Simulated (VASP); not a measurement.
Here is a VASP 6.6.1 calculation.

Contents of INCAR:

```
SYSTEM = Sr
PREC = Accurate
ENCUT = 520
EDIFF = 1E-7
ISMEAR = 0
SIGMA = 0.05
LREAL = .FALSE.
LASPH = .TRUE.
NELM = 100
ALGO = Normal
ISIF = 2
LWAVE = .FALSE.
LCHARG = .FALSE.
GGA = PE
NBANDS = 11
```

Contents of KPOINTS:

```
Automatic mesh
0
G
  6 6 6
  0 0 0
```

Contents of POSCAR:

```
Sr
1.0
    0.0000000000      3.0423500000      3.0423500000
    3.0423500000      0.0000000000      3.0423500000
    3.0423500000      3.0423500000      0.0000000000
Sr
1
Direct
    0.0000000000      0.0000000000      0.0000000000
```

Potentials or basis: VASP PAW PBE potentials, release 64 (Sr_sv).

Run with:

```bash
$ cat potpaw_PBE.64/Sr_sv/POTCAR > POTCAR
$ mpirun -np 1 vasp_std > vasp.out
```

Question: Predict the pressure.

Answer: -0.3 GPa.
